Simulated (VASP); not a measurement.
# InO in VASP: single point with PBEsol+D3(BJ)

Aim: the single point of InO with PBEsol+D3(BJ).

All numbers are computed with VASP 6.6.1; they aren't measurements. Logs are shortened: lines on timing, memory, paths and dates and some standing lists are left out, and cuts for length are marked.

## (1) The cell of the first run

The cell holds a slab with vacuum, 4 atoms: a = 3.454 Å, b = 3.454 Å, c = 15.877 Å, α = 90.00°, β = 90.00°, γ = 120.00°.

## (2) Single point, PBEsol+D3(BJ)

The input, INCAR:

```
SYSTEM = InO
PREC = Accurate
ENCUT = 520
EDIFF = 1E-6
ISMEAR = 0
SIGMA = 0.1
LREAL = .FALSE.
LASPH = .TRUE.
NELM = 60
ALGO = Normal
ISIF = 2
LWAVE = .FALSE.
LCHARG = .FALSE.
GGA = PS
IVDW = 12
NBANDS = 27
```

The input, KPOINTS:

```
regular mesh
0
G
  6 6 1
  0 0 0
```

The input, POSCAR:

```
InO
1.0
    3.4536138013      0.0000000000      0.0000000000
   -1.7268069007      2.9909172868      0.0000000000
    0.0000000000      0.0000000000     15.8771000000
In O
2 2
Direct
    0.6666666700      0.3333333300      0.5900210000
    0.6666666700      0.3333333300      0.4099790000
    0.0000000000      0.0000000000      0.6398670000
    0.0000000000      0.0000000000      0.3601330000
```

Potentials or basis: VASP PAW PBE potentials, release 64 (In_d, O).

Launch:

```bash
$ cat potpaw_PBE.64/In_d/POTCAR potpaw_PBE.64/O/POTCAR > POTCAR
$ mpirun -np 1 vasp_std > vasp.out
```

OUTCAR:

```text
SYSTEM = InO
   PREC = Accurate
   ENCUT = 520
   EDIFF = 1E-6
   ISMEAR = 0
   LREAL = .FALSE.
   LASPH = .TRUE.
   NELM = 60
   ISIF = 2
   GGA = PS
   IVDW = 12
 IVDW          = 12

 ion  position               nearest neighbor table
   1  0.667  0.333  0.590-   3 2.15   3 2.15   3 2.15   2 2.86
   2  0.667  0.333  0.410-   4 2.15   4 2.15   4 2.15   1 2.86
   3  0.000  0.000  0.640-   1 2.15   1 2.15   1 2.15
   4  0.000  0.000  0.360-   2 2.15   2 2.15   2 2.15

  LATTYP: Found a hexagonal cell.
 ALAT       =     3.4536138013
 C/A-ratio  =     4.5972424577

  Lattice vectors:

 A1 = (   3.4536138013,   0.0000000000,   0.0000000000)
 A2 = (  -1.7268069007,   2.9909172868,   0.0000000000)
 A3 = (   0.0000000000,   0.0000000000,  15.8771000000)

Analysis of symmetry for initial positions (statically):
=====================================================================
 Subroutine PRICEL returns:
 Original cell was already a primitive cell.

 Routine SETGRP: Setting up the symmetry group for a
 hexagonal supercell.

 Subroutine GETGRP returns: Found 12 space group operations
 (whereof 12 operations were pure point group operations)
 out of a pool of 24 trial point group operations.

The static configuration has the point symmetry D_3h.

Analysis of symmetry for dynamics (positions and initial velocities):
=====================================================================
 Subroutine PRICEL returns:
 Original cell was already a primitive cell.

 Routine SETGRP: Setting up the symmetry group for a
 hexagonal supercell.

 Subroutine GETGRP returns: Found 12 space group operations
 (whereof 12 operations were pure point group operations)
 out of a pool of 24 trial point group operations.

The dynamic configuration has the point symmetry D_3h.

 Subroutine INISYM returns: Found 12 space group operations
 (whereof 12 operations are pure point group operations),
 and found     1 'primitive' translations

----------------------------------------------------------------------------------------

                                     Primitive cell

  volume of cell :     164.0021

  direct lattice vectors                    reciprocal lattice vectors
     3.453613801  0.000000000  0.000000000     0.289551773  0.167172794  0.000000000
    -1.726806901  2.990917287  0.000000000     0.000000000  0.334345588  0.000000000
     0.000000000  0.000000000 15.877100000     0.000000000  0.000000000  0.062983794

  length of vectors
     3.453613801  3.453613801 15.877100000     0.334345588  0.334345588  0.062983794

  position of ions in fractional coordinates (direct lattice)
     0.666666670  0.333333330  0.590021000
     0.666666670  0.333333330  0.409979000
     0.000000000  0.000000000  0.639867000
     0.000000000  0.000000000  0.360133000

  ion indices of the primitive-cell ions
   primitive index   ion index
                 1           1
                 2           2
                 3           3
                 4           4

----------------------------------------------------------------------------------------

 KPOINTS: regular mesh

Automatic generation of k-mesh.
 Grid dimensions read from file:
 generate k-points for:    6    6    1

 Generating k-lattice:

  Cartesian coordinates                     Fractional coordinates (reciprocal lattice)
     0.048258629  0.027862132  0.000000000     0.166666667  0.000000000  0.000000000
     0.000000000  0.055724265  0.000000000     0.000000000  0.166666667  0.000000000
     0.000000000  0.000000000  0.062983794     0.000000000  0.000000000  1.000000000

  Length of vectors
     0.055724265  0.055724265  0.062983794

  Shift w.r.t. Gamma in fractional coordinates (k-lattice)
     0.000000000  0.000000000  0.000000000

 Subroutine IBZKPT returns following result:
 ===========================================

 Found      7 irreducible k-points:

 Following reciprocal coordinates:
            Coordinates               Weight
  0.000000  0.000000  0.000000      1.000000
  0.166667  0.000000  0.000000      6.000000
  0.333333  0.000000  0.000000      6.000000
  0.500000  0.000000  0.000000      3.000000
  0.166667  0.166667  0.000000      6.000000
  0.333333  0.166667  0.000000     12.000000
  0.333333  0.333333  0.000000      2.000000
   k-points           NKPTS =      7   k-points in BZ     NKDIM =      7   number of bands    NBANDS=     27
   number of dos      NEDOS =    301   number of ions     NIONS =      4
   total plane-waves  NPLWV =  94080
   dimension x,y,z NGX =    28 NGY =   28 NGZ =  120
   dimension x,y,z NGXF=    56 NGYF=   56 NGZF=  240
   ions per type =               2   2
   NGX,Y,Z   is equivalent  to a cutoff of  13.48, 13.48, 12.56 a.u.
   NGXF,Y,Z  is equivalent  to a cutoff of  26.96, 26.96, 25.13 a.u.
 SYSTEM =  InO
   PREC   = accura    normal or accurate (medium, high low for compatibility)
   ISTART =      0    job   : 0-new  1-cont  2-samecut
   ICHARG =      2    charge: 1-file 2-atom 10-const
   ISPIN  =      1    spin polarized calculation?
   LNONCOLLINEAR =      F non collinear calculations
   LSORBIT =      F    spin-orbit coupling
   LASPH  =      T    aspherical Exc in radial PAW
   ENCUT  =  520.0 eV  38.22 Ry    6.18 a.u.   6.42  6.42 29.52*2*pi/ulx,y,z
   NELM   =     60;   NELMIN=  2; NELMDL= -5     # of ELM steps
   EDIFF  = 0.1E-05   stopping-criterion for ELM
   LREAL  =      F    real-space projection
   EDIFFG = 0.1E-04   stopping-criterion for IOM
   NSW    =      0    number of steps for IOM
   IBRION =     -1    ionic relax: 0-MD 1-quasi-New 2-CG
   NFREE  =      0    steps in history (QN), initial steepest desc. (CG)
   ISIF   =      2    stress and relaxation
   ISYM   =      2    0-nonsym 1-usesym 2-fastsym
   POTIM  = 0.5000    time-step for ionic-motion
   TEBEG  =    0.0;   TEEND  =   0.0 temperature during run
   PSTRESS=    0.0 pullay stress
   NELECT =      38.0000    total number of electrons
   NUPDOWN=      -1.0000    fix difference up-down
   EMIN   =  10.00;   EMAX   =-10.00  energy-range for DOS
   EFERMI =   0.00;   METHOD = LEGACY
   ISMEAR =     0;   SIGMA  =   0.10  broadening in eV -4-tet -1-fermi 0-gaus
   EFERMI_NEDOS =   21; number of points for ismear=-14 and -15
   IALGO  =     38    algorithm
   IMIX   =      4    mixing-type and parameters
     AMIX     =   0.40;   BMIX     =  1.00
     AMIX_MAG =   1.60;   BMIX_MAG =  1.00
  volume/ion in A,a.u.               =      41.00       276.69
  Fermi-wavevector in a.u.,A,eV,Ry     =   1.005510  1.900138 13.756166  1.011050
  Thomas-Fermi vector in A             =   2.138194
   LORBIT       =      0    0 simple, 1 ext, 2 COOP (PROOUT), +10 PAW based schemes
   GGA     = PS    functional components
   LHFCALC =     F    Hartree Fock is set to
   AEXX    =    0.0000 exact exchange contribution
   IVDW    =    12    specifies the selected vdW correction
   LEPSILON=     F    determine dielectric tensor
   LRPA    =     F    only Hartree local field effects (RPA)
 non-spin polarized calculation
 Gauss-broadening in eV      SIGMA  =   0.10
  energy-cutoff  :      520.00
  volume of cell :      164.00
 maximum number of plane-waves:      4449
 NGX is ok and might be reduce to    28
   NGX = 13   NGY = 13   NGZ = 59

 number of electron      37.9999988 magnetization

 Free energy of the ion-electron system (eV)
  ---------------------------------------------------
  ext. energy  EPLUGINS =         0.00000000
  ---------------------------------------------------
  free energy    TOTEN  =       -20.78117746 eV

  energy without entropy =      -20.78081934  energy(sigma->0) =      -20.78099840

 E-fermi :  -1.5591     XC(G=0):  -4.9289

 val. band max:       -1.7271497335   @ k =   0.3333   0.3333   0.0000
 cond. band min:      -1.4100907183   @ k =   0.0000   0.0000   0.0000
 fundamental gap:      0.3170590152
 Fermi energy:        -1.5590704363

 k-point     1 :       0.0000    0.0000    0.0000
  band No.  band energies     occupation
      1     -19.3231      2.00000
      2     -19.3025      2.00000
      3     -15.1962      2.00000
      4     -15.1962      2.00000
      5     -15.1519      2.00000
      6     -15.1519      2.00000
[... 19 lines left out ...]
     26       7.5745      0.00000
     27       7.5745      0.00000

 k-point     2 :       0.1667    0.0000    0.0000
  band No.  band energies     occupation
      1     -19.2852      2.00000
      2     -19.2687      2.00000
      3     -15.2387      2.00000
      4     -15.1360      2.00000
      5     -15.0819      2.00000
      6     -15.0739      2.00000
[... 19 lines left out ...]
     26       6.9630      0.00000
     27       7.1925      0.00000

 k-point     3 :       0.3333    0.0000    0.0000
  band No.  band energies     occupation
      1     -19.2266      2.00000
      2     -19.2156      2.00000
      3     -15.2101      2.00000
      4     -15.0707      2.00000
      5     -15.0395      2.00000
      6     -14.9664      2.00000
[... 19 lines left out ...]
     26       6.6729      0.00000
     27       7.7031      0.00000

 k-point     4 :       0.5000    0.0000    0.0000
  band No.  band energies     occupation
      1     -19.2060      2.00000
      2     -19.1964      2.00000
      3     -15.2013      2.00000
      4     -15.0660      2.00000
      5     -15.0490      2.00000
      6     -14.9731      2.00000
[... 19 lines left out ...]
     26       7.1055      0.00000
     27       8.1679      0.00000

 k-point     5 :       0.1667    0.1667    0.0000
  band No.  band energies     occupation
      1     -19.2386      2.00000
      2     -19.2266      2.00000
      3     -15.2192      2.00000
      4     -15.0966      2.00000
      5     -15.0182      2.00000
      6     -15.0156      2.00000
[... 19 lines left out ...]
     26       5.9880      0.00000
     27       7.5377      0.00000

 k-point     6 :       0.3333    0.1667    0.0000
  band No.  band energies     occupation
      1     -19.2040      2.00000
      2     -19.1949      2.00000
      3     -15.1789      2.00000
      4     -15.1144      2.00000
      5     -15.0295      2.00000
      6     -14.9496      2.00000
[... 19 lines left out ...]
     26       7.5237      0.00000
     27       8.2650      0.00000

 k-point     7 :       0.3333    0.3333    0.0000
  band No.  band energies     occupation
      1     -19.1934      2.00000
      2     -19.1853      2.00000
      3     -15.1492      2.00000
      4     -15.1460      2.00000
      5     -15.0135      2.00000
      6     -14.9539      2.00000
[... 19 lines left out ...]
     26       7.2083      0.00000
     27       8.0921      0.00000

------------------------ aborting loop because EDIFF is reached ----------------------------------------

 Edisp (eV)   -0.49334

 E8    (eV) :    -0.3420

  FORCE on cell =-STRESS in cart. coord.  units (eV):
  Direction    XX          YY          ZZ          XY          YZ          ZX
  --------------------------------------------------------------------------------------
  -------------------------------------------------------------------------------------
  Total      -2.57690    -2.57690    -1.24028     0.00000    -0.00000     0.00000
  in kB     -25.17434   -25.17434   -12.11658     0.00000    -0.00000     0.00000
  external pressure =      -20.82 kB  Pullay stress =        0.00 kB

 VOLUME and BASIS-vectors are now :
 -----------------------------------------------------------------------------
  energy-cutoff  :      520.00
  volume of cell :      164.00
      direct lattice vectors                 reciprocal lattice vectors
     3.453613801  0.000000000  0.000000000     0.289551773  0.167172794  0.000000000
    -1.726806901  2.990917287  0.000000000     0.000000000  0.334345588  0.000000000
     0.000000000  0.000000000 15.877100000     0.000000000  0.000000000  0.062983794

 POSITION                                       TOTAL-FORCE (eV/Angst)
 -----------------------------------------------------------------------------------
      1.72681      0.99697      9.36782        -0.000000     -0.000000      0.007158
      1.72681      0.99697      6.50928        -0.000000     -0.000000     -0.007158
      0.00000      0.00000     10.15923         0.000000      0.000000     -0.263358
      0.00000      0.00000      5.71787         0.000000      0.000000      0.263358
 -----------------------------------------------------------------------------------
    total drift:                               -0.000010      0.000006      0.000000

  FREE ENERGIE OF THE ION-ELECTRON SYSTEM (eV)
  ---------------------------------------------------
  free  energy   TOTEN  =       -21.2745209506 eV

  energy  without entropy=      -21.2741628347  energy(sigma->0) =      -21.27434189
```

It took 1.8 min on 1 thread of Intel Xeon 8259CL, shared host; peak memory 0.29 GiB.

Results:

| Item | Value |
| --- | --- |
| Free energy | -21.2745 eV |
| Largest force | 0.263 eV/Å |
| Band gap on the k mesh | 0.32 eV, indirect (least direct gap 1.05 eV) |
| Dispersion energy per atom | -0.123 eV |

Forces in eV/Å, atoms in the order of the input:
```
In   0.000  0.000  0.007
In   0.000  0.000 -0.007
O    0.000  0.000 -0.263
O    0.000  0.000  0.263
```

Levels at points of the mesh, in eV from the valence-band top:
| k point | band 15 | band 16 | band 17 | band 18 | band 19 | band 20 | band 21 | band 22 | band 23 | band 24 |
| --- | --- | --- | --- | --- | --- | --- | --- | --- | --- | --- |
| (0.00, 0.00, 0.00) | -1.72 | -1.72 | -1.69 | -1.69 | -0.73 | 0.32 | 3.21 | 6.26 | 6.31 | 8.07 |
| (0.50, 0.00, 0.00) | -2.63 | -2.62 | -2.52 | -1.97 | -0.23 | 2.27 | 4.08 | 5.30 | 6.80 | 8.21 |

Caveat: the PAW data sets were made with another functional, which shifts forces and pressure a little; spin-orbit coupling is left out, which moves the levels of the heavy elements.
